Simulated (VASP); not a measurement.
PtSe2, 3 atoms in the cell. It takes space group P-3m1 (No. 164, trigonal). Conventional cell: a = 3.749 Å, b = 3.749 Å, c = 5.096 Å, α = 90.00°, β = 90.00°, γ = 120.00°. Within 3.3 Å of Pt (site symmetry -3m) lie 6 Se at 2.51 Å. Within 3.4 Å of Se (site symmetry 3m) lie 3 Pt at 2.51 Å and 6 Se at 3.34 Å. 

| Quantity | Value |
| --- | --- |
| Program | VASP 6.6.1 |
| Task | single point |
| Functional | revPBE |
| Dispersion | D3(BJ) |
| Potentials or basis | VASP PAW PBE potentials, release 64 (Pt, Se) |
| Cutoff | 520 eV |
| k mesh | 8 × 8 × 5 |
| Occupations | fermi-dirac, width 0.05 eV |
| Spin | no spin polarisation |
| Dipole correction | no |
| Further INCAR settings | ALGO = Normal; EDIFF = 1e-06; NBANDS = 18 |

Potentials or basis: VASP PAW PBE potentials, release 64 (Pt, Se).

The run is started by

```bash
$ cat potpaw_PBE.64/Pt/POTCAR potpaw_PBE.64/Se/POTCAR > POTCAR
$ mpirun -np 1 vasp_std > vasp.out
```

Hardware: 1 thread of Intel Xeon 8259CL, with other jobs on the host.

Problem. Estimate the wall time of this run.

Solution. It took 55 s on 1 thread of Intel Xeon 8259CL, with other jobs on the host, peak memory 0.21 GiB. Counts: scf iterations 13, k points 40.
